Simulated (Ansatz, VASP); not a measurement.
# ZnS in VASP and in Ansatz

```xyz
4
Lattice="3.8110 0.0000 0.0000 -1.9055 3.3004 0.0000 0.0000 0.0000 6.2340" Properties=species:S:1:pos:R:3 pbc="T T T"
Zn    0.0000    2.2003    0.0000
Zn    1.9055    1.1001    3.1170
S     0.0000    2.2003    2.6251
S     1.9055    1.1001    5.5171
```

Alike in both runs: task single point; functional PBE; k mesh 12 × 12 × 6; occupations gaussian, width 0.05 eV; no spin polarisation.

```csv
,VASP,Ansatz
version,VASP 6.6.1,Ansatz 0.2.0
potentials or method,"VASP PAW PBE potentials, release 64 (Zn, S), cutoff 520 eV","scalar-relativistic, plane waves, PAW"
valence electrons in the cell,36,36
```

VASP gave:

| Item | Value |
| --- | --- |
| gap on the k mesh at the Fermi level (eV) | 2.25 |
| least direct gap on the mesh (eV) | 2.25 |
| pressure (GPa) | 3.7 |
| traceless stress, the component that is largest in VASP (GPa) | -2.97 |
| rms of the force components (eV/Å) | 0.522 |

Q: Estimate Ansatz's values.

A: gap on the k mesh at the Fermi level (eV): 2.24; least direct gap on the mesh (eV): 2.24; pressure (GPa): 3.5; traceless stress, the component that is largest in VASP (GPa): -2.90; rms of the force components (eV/Å): 0.519.

Atom by atom the forces differ by 0.004 eV/Å (rms over components).
